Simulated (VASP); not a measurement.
# C (Fd-3m) in VASP: notebook

The runs below take C through single point, with PBE+D3(BJ), PBE, revPBE.

Program: VASP 6.6.1. These are calculated values, not measurements. Logs are shortened: lines on timing, memory, paths and dates and some standing lists are left out, and cuts for length are marked.

## (1) The cell of the first run

It takes space group Fd-3m (No. 227, cubic). The conventional cell has a = 3.567 Å, b = 3.567 Å, c = 3.567 Å, α = 90.00°, β = 90.00°, γ = 90.00°. C (site symmetry -43m) has 4 C at 1.54 Å within 2.1 Å.

## (2) Single point, PBE+D3(BJ)

Input file INCAR:

```
PREC = Accurate
ENCUT = 520
EDIFF = 1E-6
ISMEAR = -1
SIGMA = 0.05
LREAL = F
LASPH = T
NELM = 100
ALGO = Normal
ISIF = 2
LWAVE = F
LCHARG = F
GGA = PE
IVDW = 12
NBANDS = 11
```

Input file KPOINTS:

```
Automatic mesh
0
Gamma
  13 13 13
```

Input file POSCAR:

```
C
1.0
    0.0000000000      1.7833700000      1.7833700000
    1.7833700000      0.0000000000      1.7833700000
    1.7833700000      1.7833700000      0.0000000000
C
2
Direct
    0.7500000000      0.7500000000      0.7500000000
    0.5000000000      0.5000000000      0.5000000000
```

Potentials or basis: VASP PAW PBE potentials, release 64 (C).

The run is started by

```
cat potpaw_PBE.64/C/POTCAR > POTCAR
mpirun -np 1 vasp_std > vasp.out
```

OUTCAR:

```text
PREC = Accurate
   ENCUT = 520
   EDIFF = 1E-6
   ISMEAR = -1
   LREAL = F
   LASPH = T
   NELM = 100
   ISIF = 2
   GGA = PE
   IVDW = 12
 IVDW          = 12

 ion  position               nearest neighbor table
   1  0.750  0.750  0.750-   2 1.54   2 1.54   2 1.54   2 1.54
   2  0.500  0.500  0.500-   1 1.54   1 1.54   1 1.54   1 1.54

  LATTYP: Found a face centered cubic cell.
 ALAT       =     3.5667400000

  Lattice vectors:

 A1 = (   0.0000000000,   1.7833700000,   1.7833700000)
 A2 = (   1.7833700000,   0.0000000000,   1.7833700000)
 A3 = (   1.7833700000,   1.7833700000,   0.0000000000)

Analysis of symmetry for initial positions (statically):
=====================================================================
 Subroutine PRICEL returns:
 Original cell was already a primitive cell.

 Routine SETGRP: Setting up the symmetry group for a
 face centered cubic supercell.

 Subroutine GETGRP returns: Found 48 space group operations
 (whereof 24 operations were pure point group operations)
 out of a pool of 48 trial point group operations.

The static configuration has the point symmetry T_d .
 The point group associated with its full space group is O_h .

Analysis of symmetry for dynamics (positions and initial velocities):
=====================================================================
 Subroutine PRICEL returns:
 Original cell was already a primitive cell.

 Routine SETGRP: Setting up the symmetry group for a
 face centered cubic supercell.

 Subroutine GETGRP returns: Found 48 space group operations
 (whereof 24 operations were pure point group operations)
 out of a pool of 48 trial point group operations.

The dynamic configuration has the point symmetry T_d .
 The point group associated with its full space group is O_h .

 Subroutine INISYM returns: Found 48 space group operations
 (whereof 24 operations are pure point group operations),
 and found     1 'primitive' translations

----------------------------------------------------------------------------------------

                                     Primitive cell

  volume of cell :      11.3437

  direct lattice vectors                    reciprocal lattice vectors
     0.000000000  1.783370000  1.783370000    -0.280368067  0.280368067  0.280368067
     1.783370000  0.000000000  1.783370000     0.280368067 -0.280368067  0.280368067
     1.783370000  1.783370000  0.000000000     0.280368067  0.280368067 -0.280368067

  length of vectors
     2.522066041  2.522066041  2.522066041     0.485611737  0.485611737  0.485611737

  position of ions in fractional coordinates (direct lattice)
     0.750000000  0.750000000  0.750000000
     0.500000000  0.500000000  0.500000000

  ion indices of the primitive-cell ions
   primitive index   ion index
                 1           1
                 2           2

----------------------------------------------------------------------------------------

 KPOINTS: Automatic mesh

Automatic generation of k-mesh.
 Grid dimensions read from file:
 generate k-points for:   13   13   13

 Generating k-lattice:

  Cartesian coordinates                     Fractional coordinates (reciprocal lattice)
    -0.021566774  0.021566774  0.021566774     0.076923077  0.000000000  0.000000000
     0.021566774 -0.021566774  0.021566774     0.000000000  0.076923077  0.000000000
     0.021566774  0.021566774 -0.021566774     0.000000000  0.000000000  0.076923077

  Length of vectors
     0.037354749  0.037354749  0.037354749

  Shift w.r.t. Gamma in fractional coordinates (k-lattice)
     0.000000000  0.000000000  0.000000000

 Subroutine IBZKPT returns following result:
 ===========================================

 Found     84 irreducible k-points:

 Following reciprocal coordinates:
            Coordinates               Weight
  0.000000  0.000000  0.000000      1.000000
  0.076923  0.000000  0.000000      8.000000
  0.153846  0.000000  0.000000      8.000000
  0.230769  0.000000  0.000000      8.000000
  0.307692  0.000000  0.000000      8.000000
  0.384615  0.000000  0.000000      8.000000
[... 16 lines left out ...]
  0.384615  0.153846  0.000000     24.000000
  0.461538  0.153846  0.000000     24.000000
 [... further k-points ...]
   k-points           NKPTS =     84   k-points in BZ     NKDIM =     84   number of bands    NBANDS=     11
   number of dos      NEDOS =    301   number of ions     NIONS =      2
   total plane-waves  NPLWV =   8000
   dimension x,y,z NGX =    20 NGY =   20 NGZ =   20
   dimension x,y,z NGXF=    40 NGYF=   40 NGZF=   40
   ions per type =               2
   NGX,Y,Z   is equivalent  to a cutoff of  13.18, 13.18, 13.18 a.u.
   NGXF,Y,Z  is equivalent  to a cutoff of  26.37, 26.37, 26.37 a.u.
 SYSTEM =  unknown system
   PREC   = accura    normal or accurate (medium, high low for compatibility)
   ISTART =      0    job   : 0-new  1-cont  2-samecut
   ICHARG =      2    charge: 1-file 2-atom 10-const
   ISPIN  =      1    spin polarized calculation?
   LNONCOLLINEAR =      F non collinear calculations
   LSORBIT =      F    spin-orbit coupling
   LASPH  =      T    aspherical Exc in radial PAW
   ENCUT  =  520.0 eV  38.22 Ry    6.18 a.u.   4.69  4.69  4.69*2*pi/ulx,y,z
   NELM   =    100;   NELMIN=  2; NELMDL= -5     # of ELM steps
   EDIFF  = 0.1E-05   stopping-criterion for ELM
   LREAL  =      F    real-space projection
   EDIFFG = 0.1E-04   stopping-criterion for IOM
   NSW    =      0    number of steps for IOM
   IBRION =     -1    ionic relax: 0-MD 1-quasi-New 2-CG
   NFREE  =      0    steps in history (QN), initial steepest desc. (CG)
   ISIF   =      2    stress and relaxation
   ISYM   =      2    0-nonsym 1-usesym 2-fastsym
   POTIM  = 0.5000    time-step for ionic-motion
   TEBEG  =    0.0;   TEEND  =   0.0 temperature during run
   PSTRESS=    0.0 pullay stress
   NELECT =       8.0000    total number of electrons
   NUPDOWN=      -1.0000    fix difference up-down
   EMIN   =  10.00;   EMAX   =-10.00  energy-range for DOS
   EFERMI =   0.00;   METHOD = LEGACY
   ISMEAR =    -1;   SIGMA  =   0.05  broadening in eV -4-tet -1-fermi 0-gaus
   EFERMI_NEDOS =   21; number of points for ismear=-14 and -15
   IALGO  =     38    algorithm
   IMIX   =      4    mixing-type and parameters
     AMIX     =   0.40;   BMIX     =  1.00
     AMIX_MAG =   1.60;   BMIX_MAG =  1.00
  volume/ion in A,a.u.               =       5.67        38.28
  Fermi-wavevector in a.u.,A,eV,Ry     =   1.457203  2.753714 28.891161  2.123440
  Thomas-Fermi vector in A             =   2.574032
   LORBIT       =      0    0 simple, 1 ext, 2 COOP (PROOUT), +10 PAW based schemes
   GGA     = PE    functional components
   LHFCALC =     F    Hartree Fock is set to
   AEXX    =    0.0000 exact exchange contribution
   IVDW    =    12    specifies the selected vdW correction
   LEPSILON=     F    determine dielectric tensor
   LRPA    =     F    only Hartree local field effects (RPA)
 non-spin polarized calculation
  energy-cutoff  :      520.00
  volume of cell :       11.34
 maximum number of plane-waves:       322
   NGX =  9   NGY =  9   NGZ =  9

 number of electron       7.9999999 magnetization

 Free energy of the ion-electron system (eV)
  ---------------------------------------------------
  ext. energy  EPLUGINS =         0.00000000
  ---------------------------------------------------
  free energy    TOTEN  =       -18.18525573 eV

  energy without entropy =      -18.18525573  energy(sigma->0) =      -18.18525573

 E-fermi :  10.6889     XC(G=0): -13.2509

 val. band max:        9.7301062733   @ k =   0.0000   0.0000   0.0000
 cond. band min:      13.8718908178   @ k =   0.3846   0.3846   0.0000
 fundamental gap:      4.1417845445
 Fermi energy:        10.6888977881

 k-point     1 :       0.0000    0.0000    0.0000
  band No.  band energies     occupation
      1     -11.7473      2.00000
      2       9.7301      2.00000
      3       9.7301      2.00000
      4       9.7301      2.00000
      5      15.3200      0.00000
      6      15.3200      0.00000
      7      15.3200      0.00000
      8      23.0620      0.00000
      9      29.0239      0.00000
     10      36.2645      0.00000
     11      36.2645      0.00000

 k-point     2 :       0.0769    0.0000    0.0000
  band No.  band energies     occupation
      1     -11.5833      2.00000
      2       8.6648      2.00000
      3       9.4513      2.00000
      4       9.4513      2.00000
      5      15.6850      0.00000
      6      15.6850      0.00000
      7      15.9487      0.00000
      8      23.2029      0.00000
      9      29.3001      0.00000
     10      34.3031      0.00000
     11      34.3031      0.00000

 k-point     3 :       0.1538    0.0000    0.0000
  band No.  band energies     occupation
      1     -11.0932      2.00000
      2       6.3968      2.00000
      3       8.8227      2.00000
      4       8.8227      2.00000
      5      16.5125      0.00000
      6      16.5125      0.00000
      7      16.9738      0.00000
      8      23.6118      0.00000
      9      29.9143      0.00000
     10      32.7178      0.00000
     11      32.7178      0.00000
[... 267 lines left out ...]
 k-point    23 :       0.3846    0.1538    0.0000
  band No.  band energies     occupation
      1      -8.1692      2.00000
      2       0.7340      2.00000
      3       5.8672      2.00000
      4       5.9945      2.00000
      5      16.3807      0.00000
      6      20.4424      0.00000
      7      20.4561      0.00000
      8      22.3879      0.00000
      9      30.9593      0.00000
     10      31.6652      0.00000
     11      36.7103      0.00000

 k-point    24 :       0.4615    0.1538    0.0000
  band No.  band energies     occupation
      1      -6.7339      2.00000
      2      -1.5075      2.00000
      3       5.2987      2.00000
      4       5.8280      2.00000
      5      16.8132      0.00000
      6      20.3145      0.00000
      7      20.6233      0.00000
      8      23.6483      0.00000
      9      30.3377      0.00000
     10      33.0166      0.00000
     11      36.8014      0.00000

 [... further k-points ...]

------------------------ aborting loop because EDIFF is reached ----------------------------------------

 Edisp (eV)   -0.38260

 E8    (eV) :    -0.1102

  FORCE on cell =-STRESS in cart. coord.  units (eV):
  Direction    XX          YY          ZZ          XY          YZ          ZX
  --------------------------------------------------------------------------------------
  -------------------------------------------------------------------------------------
  Total      -0.20704    -0.20704    -0.20704     0.00000     0.00000     0.00000
  in kB     -29.24158   -29.24158   -29.24158     0.00000     0.00000     0.00000
  external pressure =      -29.24 kB  Pullay stress =        0.00 kB

 VOLUME and BASIS-vectors are now :
 -----------------------------------------------------------------------------
  energy-cutoff  :      520.00
  volume of cell :       11.34
      direct lattice vectors                 reciprocal lattice vectors
     0.000000000  1.783370000  1.783370000    -0.280368067  0.280368067  0.280368067
     1.783370000  0.000000000  1.783370000     0.280368067 -0.280368067  0.280368067
     1.783370000  1.783370000  0.000000000     0.280368067  0.280368067 -0.280368067

 POSITION                                       TOTAL-FORCE (eV/Angst)
 -----------------------------------------------------------------------------------
      2.67505      2.67505      2.67505         0.000000      0.000000      0.000000
      1.78337      1.78337      1.78337        -0.000000     -0.000000     -0.000000
 -----------------------------------------------------------------------------------
    total drift:                                0.000000     -0.000000      0.000000

  FREE ENERGIE OF THE ION-ELECTRON SYSTEM (eV)
  ---------------------------------------------------
  free  energy   TOTEN  =       -18.5678561783 eV

  energy  without entropy=      -18.5678561783  energy(sigma->0) =      -18.56785618
```

Wall time 5.8 s (1 thread of AMD EPYC 9R45 (Zen 5), shared host); peak memory 0.1 GiB.

What came out:

| Quantity | Value |
| --- | --- |
| Free energy | -18.5679 eV |
| Pressure | -2.9 GPa |
| Band gap on the k mesh | 4.14 eV, indirect (least direct gap 5.59 eV) |
| Dispersion energy per atom | -0.191 eV |

## (3) Single point, PBE+D3(BJ)

This run uses another cell than the first one, of 5.79 Å³/atom, 1.020 times its volume.

Input file INCAR:

```
SYSTEM = C
ALGO     = Normal         ! electronic algorithm
EDIFF    = 1E-6           ! SCF threshold, eV
ENCUT    = 520            ! plane-wave cutoff, eV
GGA      = PE             ! functional
ISIF     = 2              ! what is computed and relaxed
ISMEAR   = -1             ! smearing method
IVDW     = 12             ! dispersion correction
LASPH    = .True.         ! aspherical terms in the spheres
LCHARG   = .False.        ! write CHGCAR
LREAL    = .False.        ! projectors in reciprocal space
LWAVE    = .False.        ! write WAVECAR
NBANDS   = 11             ! bands
NELM     = 100            ! most SCF steps
PREC     = Accurate       ! precision mode
SIGMA    = 0.05           ! smearing width, eV
```

Input file KPOINTS:

```
k-points
0
Gamma
  13 13 13
  0 0 0
```

Input file POSCAR:

```
C
1.0
    0.0000000000      1.7951807415      1.7951807415
    1.7951807415      0.0000000000      1.7951807415
    1.7951807415      1.7951807415      0.0000000000
C
2
Direct
    0.7500000000      0.7500000000      0.7500000000
    0.5000000000      0.5000000000      0.5000000000
```

Potentials or basis: VASP PAW PBE potentials, release 64 (C).

The run is started by

```
cat potpaw_PBE.64/C/POTCAR > POTCAR
mpirun -np 1 vasp_std > vasp.out
```

Run time: 5.8 s. Hardware: 1 thread of AMD EPYC 9R45 (Zen 5), shared host; peak memory 0.1 GiB.

It converged, with:

* Free energy: -18.5581 eV
* Pressure: -11.2 GPa
* Band gap on the k mesh: 4.10 eV, indirect (least direct gap 5.54 eV)
* Dispersion energy per atom: -0.188 eV

Levels at points of the mesh, in eV from the valence-band top:
```csv
k point,band 1,band 2,band 3,band 4,band 5,band 6,band 7,band 8
"(0.00, 0.00, 0.00)",-21.21,0.00,0.00,0.00,5.54,5.54,5.54,12.88
```

A k mesh can miss the band edges. PBE gaps usually lie below the measured ones, often by a third to a half.

## (4) Single point, PBE+D3(BJ)

This run uses another cell than the first one, of 5.90 Å³/atom, 1.040 times its volume.

Input file INCAR:

```
SYSTEM = C
PREC = Accurate
ENCUT = 520
EDIFF = 1E-7
ISMEAR = -1
SIGMA = 0.05
LREAL = .FALSE.
LASPH = .TRUE.
NELM = 80
ALGO = Normal
ISIF = 2
LWAVE = .FALSE.
LCHARG = .TRUE.
GGA = PE
IVDW = 12
LELF = .TRUE.
LVHAR = .TRUE.
NBANDS = 11
```

Input file KPOINTS:

```
Automatic mesh
0
G
  13 13 13
  0 0 0
```

Input file POSCAR:

```
C
1.0
    0.0000000000      1.8068380860      1.8068380860
    1.8068380860      0.0000000000      1.8068380860
    1.8068380860      1.8068380860      0.0000000000
C
2
Direct
    0.7500000000      0.7500000000      0.7500000000
    0.5000000000      0.5000000000      0.5000000000
```

The run is started by

```
cat potpaw_PBE.64/C/POTCAR > POTCAR
mpirun -np 1 vasp_std > vasp.out
```

Run time: 6.1 s. Hardware: 1 thread of AMD EPYC 9R45 (Zen 5), shared host; peak memory 0.1 GiB.

The run converged. Its results:

```
Free energy                : -18.5372 eV
Pressure                   : -18.7 GPa
Band gap on the k mesh     : 4.06 eV, indirect (least direct gap 5.48 eV)
Dispersion energy per atom : -0.184 eV
```

Levels at points of the mesh, in eV from the valence-band top:
| k point | band 2 | band 3 | band 4 | band 5 | band 6 | band 7 |
| --- | --- | --- | --- | --- | --- | --- |
| (0.00, 0.00, 0.00) | 0.00 | 0.00 | 0.00 | 5.48 | 5.48 | 5.48 |

A k mesh can miss the band edges. Expect the measured gap to be larger: semilocal functionals such as PBE lack the derivative discontinuity.

## (5) Single point, PBE

Input file INCAR:

```
ALGO     = Normal         # electronic algorithm
EDIFF    = 1E-6           # SCF threshold, eV
ENCUT    = 520            # plane-wave cutoff, eV
GGA      = PE             # functional
ISIF     = 2              # what is computed and relaxed
ISMEAR   = -1             # smearing method
LASPH    = T              # aspherical terms in the spheres
LCHARG   = F              # write CHGCAR
LREAL    = F              # projectors in reciprocal space
LWAVE    = F              # write WAVECAR
NBANDS   = 11             # bands
NELM     = 60             # most SCF steps
PREC     = Accurate       # precision mode
SIGMA    = 0.03           # smearing width, eV
```

Input file KPOINTS:

```
k-points
0
Gamma
  6 6 6
```

Input file POSCAR:

```
C
1.0
    0.0000000000      1.7833700000      1.7833700000
    1.7833700000      0.0000000000      1.7833700000
    1.7833700000      1.7833700000      0.0000000000
C
2
Direct
    0.7500000000      0.7500000000      0.7500000000
    0.5000000000      0.5000000000      0.5000000000
```

The run is started by

```
cat potpaw_PBE.64/C/POTCAR > POTCAR
mpirun -np 1 vasp_std > vasp.out
```

Run time: 3.9 s. Hardware: 1 thread of Intel Xeon Platinum 8375C at 2.90GHz (Ice Lake), shared host; peak memory 0.11 GiB.

It converged, with:

```
Free energy            : -18.1759 eV
Pressure               : 2.5 GPa
Band gap on the k mesh : 4.15 eV, indirect (least direct gap 5.59 eV)
```

Levels at points of the mesh, in eV from the valence-band top:
| k point | band 1 | band 2 | band 3 | band 4 | band 5 | band 6 | band 7 | band 8 |
| --- | --- | --- | --- | --- | --- | --- | --- | --- |
| (0.00, 0.00, 0.00) | -21.48 | 0.00 | 0.00 | 0.00 | 5.59 | 5.59 | 5.59 | 13.33 |
| (0.50, 0.00, 0.00) | -15.70 | -13.37 | -2.80 | -2.80 | 8.46 | 8.46 | 8.85 | 15.70 |
| (0.50, 0.50, 0.00) | -12.76 | -12.76 | -6.30 | -6.30 | 4.76 | 4.76 | 16.81 | 16.81 |

Caveat: the k points lie up to 0.51 Å⁻¹ apart. A k mesh can miss the band edges.

## (6) Single point, revPBE

Input file INCAR:

```
PREC = Accurate
ENCUT = 520
EDIFF = 1E-6
ISMEAR = -1
SIGMA = 0.05
LREAL = False
LASPH = True
NELM = 100
ALGO = Normal
ISIF = 2
LWAVE = False
LCHARG = False
GGA = RE
NBANDS = 11
```

Input file KPOINTS:

```
Automatic mesh
0
Gamma
  13 13 13
```

POSCAR is that of step 5.

Potentials or basis: VASP PAW PBE potentials, release 64 (C).

The run is started by

```
cat potpaw_PBE.64/C/POTCAR > POTCAR
mpirun -np 1 vasp_std > vasp.out
```

Wall time 9.2 s (1 thread of Intel Xeon Platinum 8375C at 2.90GHz (Ice Lake), shared host); peak memory 0.12 GiB.

The run converged. Its results:

- Free energy: -17.3760 eV
- Pressure: 7.0 GPa
- Band gap on the k mesh: 4.13 eV, indirect (least direct gap 5.59 eV)

Levels at points of the mesh, in eV from the valence-band top:
```csv
k point,band 1,band 2,band 3,band 4,band 5,band 6,band 7,band 8,band 9
"(0.00, 0.00, 0.00)",-21.54,0.00,0.00,0.00,5.59,5.59,5.59,13.29,19.37
```

Caveat: the PAW data sets were made with another functional, which shifts forces and pressure a little. A k mesh can miss the band edges.

## (7) Summary

```csv
level,cell,k mesh,smearing,gap on the mesh (eV),pressure (GPa)
PBE+D3(BJ),"a = 2.522 Å, angles 60.0°, 2 atoms",13 × 13 × 13,fermi-dirac 0.05 eV,4.14,-2.9
PBE+D3(BJ),"a = 2.539 Å, angles 60.0°, 2 atoms",13 × 13 × 13,fermi-dirac 0.05 eV,4.10,-11.2
PBE+D3(BJ),"a = 2.555 Å, angles 60.0°, 2 atoms",13 × 13 × 13,fermi-dirac 0.05 eV,4.06,-18.7
PBE,"a = 2.522 Å, angles 60.0°, 2 atoms",6 × 6 × 6,fermi-dirac 0.03 eV,4.15,2.5
revPBE,"a = 2.522 Å, angles 60.0°, 2 atoms",13 × 13 × 13,fermi-dirac 0.05 eV,4.13,7.0
```

Alike in all rows: task single point; potentials or basis VASP PAW PBE potentials, release 64 (C); no spin polarisation; cutoff (eV) 520.

Caveats: some runs use coarse meshes; the PAW data sets were made with another functional, which shifts forces and pressure a little (some runs).

Total energies depend on the potentials used, so only differences within one code and one set of settings carry meaning.
